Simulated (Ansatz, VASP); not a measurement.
Given: the input of a run of VASP 6.6.1 on CuI.

INCAR

```
SYSTEM = CuI
PREC = Accurate
ENCUT = 520
EDIFF = 1E-7
ISMEAR = 0
SIGMA = 0.015
LREAL = .False.
LASPH = .True.
NELM = 80
ALGO = Normal
ISIF = 2
LWAVE = .False.
LCHARG = .False.
GGA = PE
NBANDS = 16
```

KPOINTS

```
Automatic mesh
0
Gamma
  8 8 8
  0 0 0
```

Contents of POSCAR:

```
CuI
1.0
    0.0000000000      3.0315000000      3.0315000000
    3.0315000000      0.0000000000      3.0315000000
    3.0315000000      3.0315000000      0.0000000000
I Cu
1 1
Direct
    0.0000000000      0.0000000000      0.0000000000
    0.7500000000      0.7500000000      0.7500000000
```

Potentials or basis: VASP PAW PBE potentials, release 64 (I, Cu).

Run with:

```console
$ cat potpaw_PBE.64/I/POTCAR potpaw_PBE.64/Cu/POTCAR > POTCAR
$ mpirun -np 1 vasp_std > vasp.out
```

Task: Translate it to Ansatz 0.2.0. Potentials there: all-electron LAPW, scalar-relativistic.

Result: As run (the cutoff follows the program's own potentials):

File input.yaml:

```yaml
crystal:
  lattice:
    - [0.0, 3.0315, 3.0315]
    - [3.0315, 0.0, 3.0315]
    - [3.0315, 3.0315, 0.0]
  atoms:
    - { symbol: I, position: [0.0, 0.0, 0.0] }
    - { symbol: Cu, position: [0.75, 0.75, 0.75] }
kpoints:
  mp_grid: { grid: [8, 8, 8] }
scf:
  occupations: { method: gaussian, width: 0.015 }
hamiltonian:
  xc: pbe
  pseudopotentials: { kind: all_electron, lapw: { basis_error: 0.001 } }
output:
  forces: true
  stress: true
  eigenvalues: true
```

Potentials or basis: all-electron LAPW, scalar-relativistic.

Run with:

```console
$ ansatz run input.yaml --threads 1 --pin off --max-ram 3072MiB --backend cpu --events-out ev --progress --plain --runs-dir out
```

Both were run:

|  | VASP | Ansatz | Ansatz less VASP |
| --- | --- | --- | --- |
| gap on the k mesh at the Fermi level (eV) | 1.14 | 1.12 | -0.022 |
| least direct gap on the mesh (eV) | 1.14 | 1.12 | -0.022 |
| pressure (GPa) | 0.3 | 0.3 | -0.01 |

Ansatz ran all-electron here, and VASP with PAW potentials.

Neither program's run includes spin-orbit coupling.
